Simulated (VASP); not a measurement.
# BaHfO3 (Pm-3m) in VASP: single point with PBE

Aim: the single point of BaHfO3 with PBE.

Everything below comes from runs of VASP 6.6.1. Logs are shortened: lines on timing, memory, paths and dates and some standing lists are left out, and cuts for length are marked.

### 1 The cell of the first run

It takes space group Pm-3m (No. 221, cubic). The conventional cell has a = 4.177 Å, b = 4.177 Å, c = 4.177 Å, α = 90.00°, β = 90.00°, γ = 90.00°. Within 3.9 Å of Ba (site symmetry m-3m) lie 12 O at 2.95 Å and 8 Hf at 3.62 Å. Within 2.8 Å of Hf (site symmetry m-3m) lie 6 O at 2.09 Å. O (site symmetry 4/mmm) has 2 Hf at 2.09 Å within 2.8 Å.

### 2 Single point, PBE, non-collinear spin, zero start, spin-orbit coupling

INCAR

```
SYSTEM = BaHfO3
PREC = Accurate
ENCUT = 520
EDIFF = 1E-6
ISMEAR = 0
SIGMA = 0.01
LREAL = .FALSE.
LASPH = .TRUE.
NELM = 150
ALGO = Normal
ISIF = 2
LWAVE = .FALSE.
LCHARG = .TRUE.
MAGMOM = 0 0 0 0 0 0 0 0 0 0 0 0 0 0 0
LORBIT = 11
LSORBIT = .TRUE.
GGA_COMPAT = .FALSE.
LORBMOM = .TRUE.
LMAXMIX = 4
GGA = PE
LVHAR = .TRUE.
NBANDS = 53
```

KPOINTS

```
regular mesh
0
G
  6 6 6
  0 0 0
```

POSCAR

```
BaHfO3
1.0
    4.1770517731      0.0000000000      0.0000000000
    0.0000000000      4.1770517731      0.0000000000
    0.0000000000      0.0000000000      4.1770487547
Ba Hf O
1 1 3
Direct
    0.5000000000      0.5000000000      0.9979971667
    0.0000000000      0.0000000000      0.4979944647
    0.0000000000      0.5000000000      0.4980131184
    0.5000000000      0.0000000000      0.4980131184
    0.0000000000      0.0000000000      0.9980039217
```

Potentials or basis: VASP PAW PBE potentials, release 64 (Ba_sv, Hf_pv, O).

On the command line:

```bash
$ cat potpaw_PBE.64/Ba_sv/POTCAR potpaw_PBE.64/Hf_pv/POTCAR potpaw_PBE.64/O/POTCAR > POTCAR
$ mpirun -np 1 vasp_ncl > vasp.out
```

OUTCAR:

```text
SYSTEM = BaHfO3
   PREC = Accurate
   ENCUT = 520
   EDIFF = 1E-6
   ISMEAR = 0
   LREAL = .FALSE.
   LASPH = .TRUE.
   NELM = 150
   ISIF = 2
   LORBIT = 11
   LSORBIT = .TRUE.
   GGA = PE

 ion  position               nearest neighbor table
   1  0.500  0.500  0.998-   3 2.95   4 2.95   4 2.95   3 2.95   5 2.95   5 2.95   5 2.95   5 2.95
                             3 2.95   4 2.95   4 2.95   3 2.95   2 3.62   2 3.62   2 3.62   2 3.62
   2  0.000  0.000  0.498-   5 2.09   4 2.09   3 2.09   3 2.09   4 2.09   5 2.09   1 3.62   1 3.62
                             1 3.62   1 3.62   1 3.62   1 3.62   1 3.62   1 3.62
   3  0.000  0.500  0.498-   2 2.09   2 2.09   1 2.95   1 2.95   1 2.95   1 2.95
   4  0.500  0.000  0.498-   2 2.09   2 2.09   1 2.95   1 2.95   1 2.95   1 2.95
   5  0.000  0.000  0.998-   2 2.09   2 2.09   1 2.95   1 2.95   1 2.95   1 2.95

  LATTYP: Found a simple cubic cell.
 ALAT       =     4.1770517731

  Lattice vectors:

 A1 = (   4.1770517731,   0.0000000000,   0.0000000000)
 A2 = (   0.0000000000,   4.1770517731,   0.0000000000)
 A3 = (   0.0000000000,   0.0000000000,   4.1770487547)

Analysis of symmetry for initial positions (statically):
=====================================================================
 Subroutine PRICEL returns:
 Original cell was already a primitive cell.

 Routine SETGRP: Setting up the symmetry group for a
 simple cubic supercell.

 Subroutine GETGRP returns: Found  8 space group operations
 (whereof  8 operations were pure point group operations)
 out of a pool of 48 trial point group operations.

The static configuration has the point symmetry C_4v.

Analysis of symmetry for dynamics (positions and initial velocities):
=====================================================================
 Subroutine PRICEL returns:
 Original cell was already a primitive cell.

 Routine SETGRP: Setting up the symmetry group for a
 simple cubic supercell.

 Subroutine GETGRP returns: Found  8 space group operations
 (whereof  8 operations were pure point group operations)
 out of a pool of 48 trial point group operations.

The dynamic configuration has the point symmetry C_4v.

Analysis of structural, dynamic, and magnetic symmetry:
=====================================================================
 Subroutine PRICEL returns:
 Original cell was already a primitive cell.

 Routine SETGRP: Setting up the symmetry group for a
 simple cubic supercell.

 Subroutine GETGRP returns: Found  8 space group operations
 (whereof  8 operations were pure point group operations)
 out of a pool of 48 trial point group operations.

The overall configuration has the point symmetry C_4v.

 Subroutine INISYM returns: Found  8 space group operations
 (whereof  8 operations are pure point group operations),
 and found     1 'primitive' translations

----------------------------------------------------------------------------------------

                                     Primitive cell

  volume of cell :      72.8802

  direct lattice vectors                    reciprocal lattice vectors
     4.177051773  0.000000000  0.000000000     0.239403305  0.000000000  0.000000000
     0.000000000  4.177051773  0.000000000     0.000000000  0.239403305  0.000000000
     0.000000000  0.000000000  4.177048755     0.000000000  0.000000000  0.239403478

  length of vectors
     4.177051773  4.177051773  4.177048755     0.239403305  0.239403305  0.239403478

  position of ions in fractional coordinates (direct lattice)
     0.500000000  0.500000000  0.997997167
     0.000000000  0.000000000  0.497994465
     0.000000000  0.500000000  0.498013118
     0.500000000  0.000000000  0.498013118
     0.000000000  0.000000000  0.998003922

  ion indices of the primitive-cell ions
   primitive index   ion index
                 1           1
                 2           2
                 3           3
                 4           4
                 5           5

----------------------------------------------------------------------------------------
[... 127 lines left out ...]
 fundamental gap:      3.4648853985
 Fermi energy:         2.5432080712

 k-point     1 :       0.0000    0.0000    0.0000
  band No.  band energies     occupation
      1     -31.0791      1.00000
      2     -31.0791      1.00000
      3     -24.2098      1.00000
      4     -24.2098      1.00000
      5     -24.2098      1.00000
      6     -24.2098      1.00000
[... 1261 lines left out ...]
     49      10.2263      0.00000
     50      10.2263      0.00000

 [... further k-points ...]

 [bands above 50 left out]

------------------------ aborting loop because EDIFF is reached ----------------------------------------

  FORCE on cell =-STRESS in cart. coord.  units (eV):
  Direction    XX          YY          ZZ          XY          YZ          ZX
  --------------------------------------------------------------------------------------
  -------------------------------------------------------------------------------------
  Total        1.3300376      1.3300376      1.3304821      0.0000000      0.0000000      0.0000000
  in kB       29.2391831     29.2391831     29.2489559      0.0000000      0.0000000      0.0000000
  external PRESSURE =      29.2424407 kB  Pullay stress =       0.0000000 kB

 VOLUME and BASIS-vectors are now :
 -----------------------------------------------------------------------------
  energy-cutoff  :      520.00
  volume of cell :       72.88
      direct lattice vectors                 reciprocal lattice vectors
     4.177051773  0.000000000  0.000000000     0.239403305  0.000000000  0.000000000
     0.000000000  4.177051773  0.000000000     0.000000000  0.239403305  0.000000000
     0.000000000  0.000000000  4.177048755     0.000000000  0.000000000  0.239403478

 POSITION                                       TOTAL-FORCE (eV/Angst)
 -----------------------------------------------------------------------------------
      2.08853      2.08853      4.16868         0.000000     -0.000000      0.000032
      0.00000      0.00000      2.08015        -0.000000      0.000000      0.000312
      0.00000      2.08853      2.08023        -0.000000     -0.000000     -0.000199
      2.08853      0.00000      2.08023         0.000000      0.000000     -0.000199
      0.00000      0.00000      4.16871         0.000000     -0.000000      0.000055
 -----------------------------------------------------------------------------------
    total drift:                                0.000000      0.000000     -0.000024

  FREE ENERGIE OF THE ION-ELECTRON SYSTEM (eV)
  ---------------------------------------------------
  free  energy   TOTEN  =       -44.3608339644 eV

  energy  without entropy=      -44.3608339644  energy(sigma->0) =      -44.36083396

 orbital moment (x)

 # of ion     p       d       tot
 ----------------------------------------
  1         0.000  -0.000  -0.000
  2         0.000  -0.000  -0.000
  3         0.000   0.000   0.000
  4         0.000   0.000   0.000
  5        -0.000   0.000  -0.000
 ----------------------------------------
            0.000  -0.000  -0.000

 orbital moment (y)

 # of ion     p       d       tot
 ----------------------------------------
  1         0.000   0.000   0.000
  2         0.000   0.000   0.000
  3         0.000   0.000   0.000
  4         0.000   0.000   0.000
  5        -0.000   0.000  -0.000
 ----------------------------------------
            0.000   0.000   0.000

 orbital moment (z)

 # of ion     p       d       tot
 ----------------------------------------
  1         0.000   0.000   0.000
  2         0.000   0.000   0.000
  3         0.000   0.000   0.000
  4         0.000   0.000   0.000
  5         0.000   0.000   0.000
 ----------------------------------------
            0.000   0.000   0.000

 Spin-Orbit-Coupling matrix elements

 Ion:    1  E_soc:     -0.3845426
 l=   1
     0.0000000    -0.0639448    -0.0639448
    -0.0639448     0.0000000    -0.0639448
    -0.0639448    -0.0639448     0.0000000
 l=   2
     0.0000000    -0.0000299     0.0000000    -0.0000299    -0.0001158
    -0.0000299     0.0000000    -0.0000868    -0.0000299    -0.0000289
     0.0000000    -0.0000868     0.0000000    -0.0000868     0.0000000
    -0.0000299    -0.0000299    -0.0000868     0.0000000    -0.0000289
    -0.0001158    -0.0000289     0.0000000    -0.0000289     0.0000000
 l=   3
     0.0000000     0.0000000     0.0000000     0.0000000     0.0000000     0.0000000     0.0000000
     0.0000000     0.0000000     0.0000000     0.0000000     0.0000000     0.0000000     0.0000000
     0.0000000     0.0000000     0.0000000     0.0000000     0.0000000     0.0000000     0.0000000
     0.0000000     0.0000000     0.0000000     0.0000000     0.0000000     0.0000000     0.0000000
[... 69 lines left out ...]
 l=   2
     0.0000000     0.0000000     0.0000000     0.0000000     0.0000000
     0.0000000     0.0000000     0.0000000     0.0000000     0.0000000
     0.0000000     0.0000000     0.0000000     0.0000000     0.0000000
     0.0000000     0.0000000     0.0000000     0.0000000     0.0000000
     0.0000000     0.0000000     0.0000000     0.0000000     0.0000000
 l=   3
     0.0000000     0.0000000     0.0000000     0.0000000     0.0000000     0.0000000     0.0000000
     0.0000000     0.0000000     0.0000000     0.0000000     0.0000000     0.0000000     0.0000000
     0.0000000     0.0000000     0.0000000     0.0000000     0.0000000     0.0000000     0.0000000
     0.0000000     0.0000000     0.0000000     0.0000000     0.0000000     0.0000000     0.0000000
     0.0000000     0.0000000     0.0000000     0.0000000     0.0000000     0.0000000     0.0000000
     0.0000000     0.0000000     0.0000000     0.0000000     0.0000000     0.0000000     0.0000000
     0.0000000     0.0000000     0.0000000     0.0000000     0.0000000     0.0000000     0.0000000

 total charge

# of ion       s       p       d       tot
------------------------------------------
    1        2.002   5.635   0.276   7.912
    2        0.335   6.760   1.509   8.605
    3        1.558   3.496   0.000   5.054
    4        1.558   3.496   0.000   5.054
    5        1.558   3.496   0.000   5.054
--------------------------------------------------
tot          7.012  22.883   1.785  31.680

 magnetization (x)

# of ion       s       p       d       tot
------------------------------------------
    1       -0.000   0.000   0.000  -0.000
    2       -0.000  -0.000   0.000  -0.000
    3       -0.000   0.000   0.000   0.000
    4        0.000  -0.000   0.000  -0.000
    5        0.000   0.000   0.000   0.000
--------------------------------------------------
tot         -0.000  -0.000   0.000   0.000

 magnetization (y)

# of ion       s       p       d       tot
------------------------------------------
    1       -0.000   0.000   0.000  -0.000
    2       -0.000  -0.000   0.000   0.000
    3        0.000   0.000   0.000   0.000
    4        0.000   0.000   0.000   0.000
    5       -0.000  -0.000   0.000  -0.000
--------------------------------------------------
tot         -0.000  -0.000   0.000   0.000

 magnetization (z)

# of ion       s       p       d       tot
------------------------------------------
    1       -0.000  -0.000  -0.000  -0.000
    2       -0.000  -0.000   0.000   0.000
    3        0.000   0.000   0.000   0.000
    4        0.000   0.000   0.000   0.000
    5        0.000   0.000   0.000   0.000
--------------------------------------------------
tot         -0.000  -0.000  -0.000  -0.000
```

Run time: 3.6 min. Hardware: 1 thread of Intel Xeon 6975P-C (Granite Rapids), shared host; peak memory 0.53 GiB.

What came out:

- Free energy: -44.3608 eV
- Pressure: 2.9 GPa
- Net moment: 0.00 μB per cell
- Valence electrons inside the program's atomic spheres: Ba 7.91; Hf 8.61; O 5.05

Moments on the atoms (μB; x, y, z):
```
Ba  0.00 0.00 0.00
Hf  0.00 0.00 0.00
O   0.00 0.00 0.00
O   0.00 0.00 0.00
O   0.00 0.00 0.00
```
